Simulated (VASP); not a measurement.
# MgB2 (P6/mmm) in VASP: notebook, part 2 of 2

VASP 6.6.1.

## (3) Single point, r2SCAN (9.34 Å³/atom)

This run uses another cell than the first one, of 9.34 Å³/atom.

Input file POSCAR:

```
MgB2
1.0
    3.0621495076      0.0000000000      0.0000000000
   -1.5310747538      2.6518992638      0.0000000000
    0.0000000000      0.0000000000      3.4522101169
Mg B
1 2
Direct
    0.0000000000      0.0000000000      0.0000000000
    0.3333333333      0.6666666667      0.5000000000
    0.6666666667      0.3333333333      0.5000000000
```

Input file INCAR.step1:

```
ALGO = Normal
EDIFF = 1E-4
ENCUT = 520
GGA = PE
ISMEAR = 0
LASPH = True
LCHARG = False
LREAL = False
LWAVE = True
NBANDS = 11
NELM = 100
PREC = Accurate
SIGMA = 0.05
```

Input file INCAR.step2:

```
ALGO = Normal
EDIFF = 1E-6
ENCUT = 520
ISIF = 2
ISMEAR = 0
ISTART = 1
LASPH = True
LCHARG = False
LMIXTAU = True
LREAL = False
LWAVE = False
METAGGA = R2SCAN
NBANDS = 11
NELM = 100
PREC = Accurate
SIGMA = 0.05
```

Input file KPOINTS:

```
k-points
0
Gamma
  8 8 6
```

Potentials or basis: VASP PAW PBE potentials, release 64 (Mg, B).

Launch:

```bash
$ cat potpaw_PBE.64/Mg/POTCAR potpaw_PBE.64/B/POTCAR > POTCAR
$ cp INCAR.step1 INCAR
$ mpirun -np 1 vasp_std > vasp.out
$ cp INCAR.step2 INCAR
$ mpirun -np 1 vasp_std > vasp.out
```

OUTCAR:

```text
EDIFF = 1E-6
   ENCUT = 520
   ISIF = 2
   ISMEAR = 0
   ISTART = 1
   LASPH = True
   LREAL = False
   METAGGA = R2SCAN
   NELM = 100
   PREC = Accurate

 ion  position               nearest neighbor table
   1  0.000  0.000  0.000-   2 2.47   3 2.47   2 2.47   3 2.47   3 2.47   3 2.47   2 2.47   2 2.47
                             3 2.47   3 2.47   2 2.47   2 2.47
   2  0.333  0.667  0.500-   3 1.77   3 1.77   3 1.77   1 2.47   1 2.47   1 2.47   1 2.47   1 2.47
                             1 2.47
   3  0.667  0.333  0.500-   2 1.77   2 1.77   2 1.77   1 2.47   1 2.47   1 2.47   1 2.47   1 2.47
                             1 2.47

  LATTYP: Found a hexagonal cell.
 ALAT       =     3.0621495076
 C/A-ratio  =     1.1273813079

  Lattice vectors:

 A1 = (   3.0621495076,   0.0000000000,   0.0000000000)
 A2 = (  -1.5310747538,   2.6518992638,   0.0000000000)
 A3 = (   0.0000000000,   0.0000000000,   3.4522101169)

Analysis of symmetry for initial positions (statically):
=====================================================================
 Subroutine PRICEL returns:
 Original cell was already a primitive cell.

 Routine SETGRP: Setting up the symmetry group for a
 hexagonal supercell.

 Subroutine GETGRP returns: Found 24 space group operations
 (whereof 24 operations were pure point group operations)
 out of a pool of 24 trial point group operations.

The static configuration has the point symmetry D_6h.

Analysis of symmetry for dynamics (positions and initial velocities):
=====================================================================
 Subroutine PRICEL returns:
 Original cell was already a primitive cell.

 Routine SETGRP: Setting up the symmetry group for a
 hexagonal supercell.

 Subroutine GETGRP returns: Found 24 space group operations
 (whereof 24 operations were pure point group operations)
 out of a pool of 24 trial point group operations.

The dynamic configuration has the point symmetry D_6h.

 Subroutine INISYM returns: Found 24 space group operations
 (whereof 24 operations are pure point group operations),
[... 127 lines left out ...]
   LEPSILON=     F    determine dielectric tensor
   LRPA    =     F    only Hartree local field effects (RPA)
 non-spin polarized calculation
 Gauss-broadening in eV      SIGMA  =   0.05
  energy-cutoff  :      520.00
  volume of cell :       28.03
 maximum number of plane-waves:       781
 NGX is ok and might be reduce to    24
   NGX = 11   NGY = 11   NGZ = 13

 number of electron       8.0000000 magnetization

 Free energy of the ion-electron system (eV)
  ---------------------------------------------------
  ext. energy  EPLUGINS =         0.00000000
  ---------------------------------------------------
  free energy    TOTEN  =       -19.39097266 eV

  energy without entropy =      -19.38975869  energy(sigma->0) =      -19.39036568

 E-fermi :   5.5828     XC(G=0): -11.6822

 val. band max:        5.5468581720   @ k =   0.1250  -0.0000   0.3333
 cond. band min:       5.6362835168   @ k =   0.3750   0.1250   0.3333
 fundamental gap:      0.0894253449
 Fermi energy:         5.5827851769

 k-point     1 :       0.0000    0.0000    0.0000
  band No.  band energies     occupation
      1      -7.8959      2.00000
      2       2.4797      2.00000
      3       5.8804      0.00000
      4       5.8804      0.00000
      5       7.7855      0.00000
      6      12.1710      0.00000
      7      12.1710      0.00000
      8      14.1773      0.00000
      9      16.5824      0.00000
     10      19.5926      0.00000
     11      23.1619      0.00000
[... 309 lines left out ...]
 k-point    24 :       0.3750   -0.0000    0.3333
  band No.  band energies     occupation
      1      -4.5506      2.00000
      2      -0.2919      2.00000
      3       1.3507      2.00000
      4       3.6456      2.00000
      5       6.7796      0.00000
      6      11.4224      0.00000
      7      16.1200      0.00000
      8      16.1326      0.00000
      9      17.0471      0.00000
     10      19.8785      0.00000
     11      20.0057      0.00000

 [... further k-points ...]

------------------------ aborting loop because EDIFF is reached ----------------------------------------

  FORCE on cell =-STRESS in cart. coord.  units (eV):
  Direction    XX          YY          ZZ          XY          YZ          ZX
  --------------------------------------------------------------------------------------
  -------------------------------------------------------------------------------------
  Total        0.4836141      0.4836141      0.4043814      0.0000000     -0.0000000      0.0000000
  in kB       27.6394161     27.6394161     23.1111271      0.0000000     -0.0000000      0.0000000
  external PRESSURE =      26.1299864 kB  Pullay stress =       0.0000000 kB

 VOLUME and BASIS-vectors are now :
 -----------------------------------------------------------------------------
  energy-cutoff  :      520.00
  volume of cell :       28.03
      direct lattice vectors                 reciprocal lattice vectors
     3.062149508  0.000000000  0.000000000     0.326567987  0.188544115  0.000000000
    -1.531074754  2.651899264  0.000000000     0.000000000  0.377088230  0.000000000
     0.000000000  0.000000000  3.452210117     0.000000000  0.000000000  0.289669506

 POSITION                                       TOTAL-FORCE (eV/Angst)
 -----------------------------------------------------------------------------------
      0.00000      0.00000      0.00000        -0.000000      0.000000      0.000000
     -0.00000      1.76793      1.72611        -0.000000      0.000000      0.000000
      1.53107      0.88397      1.72611         0.000000      0.000000      0.000000
 -----------------------------------------------------------------------------------
    total drift:                                0.000000     -0.000000      0.000000

  FREE ENERGIE OF THE ION-ELECTRON SYSTEM (eV)
  ---------------------------------------------------
  free  energy   TOTEN  =       -19.3909726584 eV

  energy  without entropy=      -19.3897586917  energy(sigma->0) =      -19.39036568
```

OSZICAR.step1:

```text
N       E                     dE             d eps       ncg     rms          rms(c)
DAV:   1     0.368044803400E+01    0.36804E+01   -0.38832E+03   992   0.611E+02
DAV:   2    -0.164573697150E+02   -0.20138E+02   -0.19116E+02  1093   0.106E+02
DAV:   3    -0.169841269334E+02   -0.52676E+00   -0.52546E+00  1183   0.138E+01
DAV:   4    -0.169852316474E+02   -0.11047E-02   -0.11046E-02  1019   0.680E-01
DAV:   5    -0.169852358927E+02   -0.42453E-05   -0.42452E-05  1107   0.424E-02    0.528E+00
DAV:   6    -0.155813022317E+02    0.14039E+01   -0.16706E+00   988   0.615E+00    0.258E+00
DAV:   7    -0.153109133662E+02    0.27039E+00   -0.99916E-01  1009   0.471E+00    0.773E-01
DAV:   8    -0.153186974640E+02   -0.77841E-02   -0.11574E-01   967   0.184E+00    0.521E-01
DAV:   9    -0.153046052828E+02    0.14092E-01   -0.25697E-02   967   0.748E-01    0.997E-02
DAV:  10    -0.153043012693E+02    0.30401E-03   -0.19496E-03  1058   0.241E-01    0.308E-02
DAV:  11    -0.153042895113E+02    0.11758E-04   -0.85032E-05   562   0.580E-02
   1 F= -.15304290E+02 E0= -.15303131E+02  d E =-.231719E-02
```

It took 26 s on 1 thread of Intel Xeon Platinum 8375C at 2.90GHz (Ice Lake), shared host; peak memory 0.15 GiB.

Results:

| Quantity | Value |
| --- | --- |
| Free energy | -19.3910 eV |
| Pressure | 2.6 GPa |
| Band gap on the k mesh | zero (bands 4 and 5 overlap by 2.82 eV) |

Stress tensor (GPa, compression positive):
```
2.76 0.00 0.00
0.00 2.76 0.00
0.00 0.00 2.31
```

Caveat: the PAW data sets were made with another functional, which shifts forces and pressure a little.

## (4) Single point, r2SCAN+rVV10 (9.32 Å³/atom)

This run uses another cell than the first one, of 9.32 Å³/atom.

Input file POSCAR:

```
MgB2
1.0
    3.0611385625      0.0000000000      0.0000000000
   -1.5305692813      2.6510237596      0.0000000000
    0.0000000000      0.0000000000      3.4446094932
Mg B
1 2
Direct
    0.0000000000      0.0000000000      0.0000000000
    0.3333333333      0.6666666667      0.5000000000
    0.6666666667      0.3333333333      0.5000000000
```

Input file INCAR.step1:

```
SYSTEM = MgB2
  PREC = Accurate
  ENCUT = 520
  ISMEAR = 0
  SIGMA = 0.05
  LREAL = .False.
  LASPH = .True.
  NELM = 100
  NBANDS = 11
  GGA = PE
  ALGO = Normal
  EDIFF = 1E-4
  LWAVE = .True.
  LCHARG = .False.
```

Input file INCAR.step2:

```
SYSTEM = MgB2
  PREC = Accurate
  ENCUT = 520
  EDIFF = 1E-7
  ISMEAR = 0
  SIGMA = 0.05
  LREAL = .False.
  LASPH = .True.
  NELM = 100
  ALGO = Normal
  ISIF = 2
  LWAVE = .False.
  LCHARG = .True.
  METAGGA = R2SCAN
  LMIXTAU = .True.
  LUSE_VDW = .True.
  IVDW_NL = 2
  BPARAM = 11.95
  CPARAM = 0.0093
  LELF = .True.
  LVHAR = .True.
  NBANDS = 11
  ISTART = 1
```

Input file KPOINTS:

```
regular mesh
0
Gamma
  8 8 6
  0 0 0
```

Launch:

```bash
$ cat potpaw_PBE.64/Mg/POTCAR potpaw_PBE.64/B/POTCAR > POTCAR
$ cp INCAR.step1 INCAR
$ mpirun -np 1 vasp_std > vasp.out
$ cp INCAR.step2 INCAR
$ mpirun -np 1 vasp_std > vasp.out
```

Wall time 49 s (1 thread of Intel Xeon Platinum 8375C at 2.90GHz (Ice Lake), shared host); peak memory 0.23 GiB.

The run converged. Its results:

```yaml
Free_energy: -19.2396 eV
Pressure: 2.6 GPa
Band_gap_on_the_k_mesh: zero (bands 4 and 5 overlap by 2.85 eV)
```

Stress tensor (GPa, compression positive):
```
2.71 0.00 0.00
0.00 2.71 0.00
0.00 0.00 2.45
```

Levels at points of the mesh, in eV from the Fermi level:
```
           k point  band 1  band 2  band 3  band 4  band 5  band 6  band 7  band 8  band 9
(0.00, 0.00, 0.00)  -13.49   -3.08    0.30    0.30    2.23    6.58    6.58    8.60   11.02
(0.50, 0.00, 0.00)   -9.38   -8.51   -2.46    0.25    3.43    4.04    6.09    8.31   13.98
(0.00, 0.00, 0.50)  -12.10   -7.96    0.75    0.75    6.91    6.91    8.59   10.72   11.65
(0.50, 0.00, 0.50)   -8.29   -7.52   -3.93   -2.13   -1.34    6.13    9.59    9.89   14.92
```

Caveat: the PAW data sets were made with another functional, which shifts forces and pressure a little.

## (5) Single point, r2SCAN (9.54 Å³/atom)

This run uses another cell than the first one, of 9.54 Å³/atom.

Input file POSCAR:

```
MgB2
1.0
    3.0791347150      0.0000000000      0.0000000000
   -1.5395673575      2.6666088849      0.0000000000
    0.0000000000      0.0000000000      3.4839069501
Mg B
1 2
Direct
    0.0000000000      0.0000000000      0.0000000000
    0.3333333333      0.6666666667      0.5000000000
    0.6666666667      0.3333333333      0.5000000000
```

Input file INCAR.step1:

```
SYSTEM = MgB2
  ALGO = Normal
  EDIFF = 1E-4
  ENCUT = 520
  GGA = PE
  ISMEAR = 0
  LASPH = .TRUE.
  LCHARG = .FALSE.
  LREAL = .FALSE.
  LWAVE = .TRUE.
  NBANDS = 11
  NELM = 100
  PREC = Accurate
  SIGMA = 0.05
```

Input file INCAR.step2:

```
SYSTEM = MgB2
  ALGO = Normal
  EDIFF = 1E-6
  ENCUT = 520
  ISIF = 2
  ISMEAR = 0
  ISTART = 1
  LASPH = .TRUE.
  LCHARG = .TRUE.
  LELF = .TRUE.
  LMIXTAU = .TRUE.
  LREAL = .FALSE.
  LVHAR = .TRUE.
  LWAVE = .FALSE.
  METAGGA = R2SCAN
  NBANDS = 11
  NELM = 100
  PREC = Accurate
  SIGMA = 0.05
```

Input file KPOINTS:

```
k-points
0
G
  8 8 6
  0 0 0
```

Launch:

```bash
$ cat potpaw_PBE.64/Mg/POTCAR potpaw_PBE.64/B/POTCAR > POTCAR
$ cp INCAR.step1 INCAR
$ mpirun -np 1 vasp_std > vasp.out
$ cp INCAR.step2 INCAR
$ mpirun -np 1 vasp_std > vasp.out
```

Wall time 30 s (1 thread of Intel Xeon Platinum 8375C at 2.90GHz (Ice Lake), shared host); peak memory 0.15 GiB.

It converged, with:

```yaml
Free_energy: -19.3947 eV
Pressure: -0.5 GPa
Band_gap_on_the_k_mesh: zero (bands 4 and 5 overlap by 2.75 eV)
```

Stress tensor (GPa, compression positive):
```
-0.43  0.00  0.00
 0.00 -0.43  0.00
 0.00  0.00 -0.69
```

Levels at points of the mesh, in eV from the Fermi level:
```tsv
k point	band 1	band 2	band 3	band 4	band 5	band 6	band 7	band 8	band 9
(0.00, 0.00, 0.00)	-13.35	-3.10	0.30	0.30	2.09	6.54	6.54	8.43	10.84
(0.50, 0.00, 0.00)	-9.30	-8.40	-2.42	0.22	3.33	4.03	5.90	8.04	13.70
(0.00, 0.00, 0.50)	-12.02	-7.85	0.73	0.73	6.87	6.87	8.51	10.42	11.28
(0.50, 0.00, 0.50)	-8.25	-7.45	-3.86	-2.10	-1.31	6.01	9.48	9.70	14.51
```

Caveat: the PAW data sets were made with another functional, which shifts forces and pressure a little.

## (6) Single point, r2SCAN+rVV10 (9.51 Å³/atom)

This run uses another cell than the first one, of 9.51 Å³/atom.

Input file POSCAR:

```
MgB2
1.0
    3.0776095817      0.0000000000      0.0000000000
   -1.5388047909      2.6652880807      0.0000000000
    0.0000000000      0.0000000000      3.4773855442
Mg B
1 2
Direct
    0.0000000000      0.0000000000      0.0000000000
    0.3333333333      0.6666666667      0.5000000000
    0.6666666667      0.3333333333      0.5000000000
```

Input file INCAR.step1:

```
ALGO = Normal ; EDIFF = 1E-4
ENCUT = 520 ; GGA = PE
ISMEAR = 0 ; LASPH = True
LCHARG = False ; LREAL = False
LWAVE = True ; NBANDS = 11
NELM = 100 ; PREC = Accurate
SIGMA = 0.05
```

Input file INCAR.step2:

```
ALGO = Normal ; BPARAM = 11.95
CPARAM = 0.0093 ; EDIFF = 1E-6
ENCUT = 520 ; ISIF = 2
ISMEAR = 0 ; ISTART = 1
IVDW_NL = 2 ; LASPH = True
LCHARG = True ; LELF = True
LMIXTAU = True ; LREAL = False
LUSE_VDW = True ; LVHAR = True
LWAVE = False ; METAGGA = R2SCAN
NBANDS = 11 ; NELM = 100
PREC = Accurate ; SIGMA = 0.05
```

Input file KPOINTS:

```
k-points
0
Gamma
  8 8 6
```

Potentials or basis: VASP PAW PBE potentials, release 64 (Mg, B).

Launch:

```bash
$ cat potpaw_PBE.64/Mg/POTCAR potpaw_PBE.64/B/POTCAR > POTCAR
$ cp INCAR.step1 INCAR
$ mpirun -np 1 vasp_std > vasp.out
$ cp INCAR.step2 INCAR
$ mpirun -np 1 vasp_std > vasp.out
```

Wall time 88 s (1 thread of Intel Xeon 8259CL, shared host); peak memory 0.23 GiB.

Results (log left out):

```
Free energy            : -19.2434 eV
Pressure               : -0.5 GPa
Band gap on the k mesh : zero (bands 4 and 5 overlap by 2.78 eV)
```

Stress tensor (GPa, compression positive):
```
-0.39  0.00  0.00
 0.00 -0.39  0.00
 0.00  0.00 -0.74
```

Levels at points of the mesh, in eV from the Fermi level:
| k point | band 2 | band 3 | band 4 | band 5 | band 6 | band 7 |
| --- | --- | --- | --- | --- | --- | --- |
| (0.00, 0.00, 0.00) | -3.09 | 0.30 | 0.30 | 2.10 | 6.53 | 6.53 |
| (0.50, 0.00, 0.00) | -8.42 | -2.42 | 0.23 | 3.35 | 4.02 | 5.92 |
| (0.00, 0.00, 0.50) | -7.87 | 0.73 | 0.73 | 6.87 | 6.87 | 8.51 |
| (0.50, 0.00, 0.50) | -7.46 | -3.87 | -2.10 | -1.33 | 6.01 | 9.48 |

Caveat: the PAW data sets were made with another functional, which shifts forces and pressure a little.

## (7) Overview

```tsv
level	cell	gap on the mesh (eV)	pressure (GPa)
r2SCAN+rVV10	a = 3.044, b = 3.044, c = 3.413 Å, angles 90.0, 90.0, 120.0°, 3 atoms	none	6.1
r2SCAN	a = 3.062, b = 3.062, c = 3.452 Å, angles 90.0, 90.0, 120.0°, 3 atoms	none	2.6
r2SCAN+rVV10	a = 3.061, b = 3.061, c = 3.445 Å, angles 90.0, 90.0, 120.0°, 3 atoms	none	2.6
r2SCAN	a = 3.079, b = 3.079, c = 3.484 Å, angles 90.0, 90.0, 120.0°, 3 atoms	none	-0.5
r2SCAN+rVV10	a = 3.078, b = 3.078, c = 3.477 Å, angles 90.0, 90.0, 120.0°, 3 atoms	none	-0.5
```

Alike in all rows: task single point; potentials or basis VASP PAW PBE potentials, release 64 (Mg, B); no spin polarisation; k mesh 8 × 8 × 6; cutoff (eV) 520; smearing gaussian 0.05 eV.

Caveats: the PAW data sets were made with another functional, which shifts forces and pressure a little; the cell stands under pressure (at least some runs).

Total energies depend on the potentials used, so only differences within one code and one set of settings carry meaning.
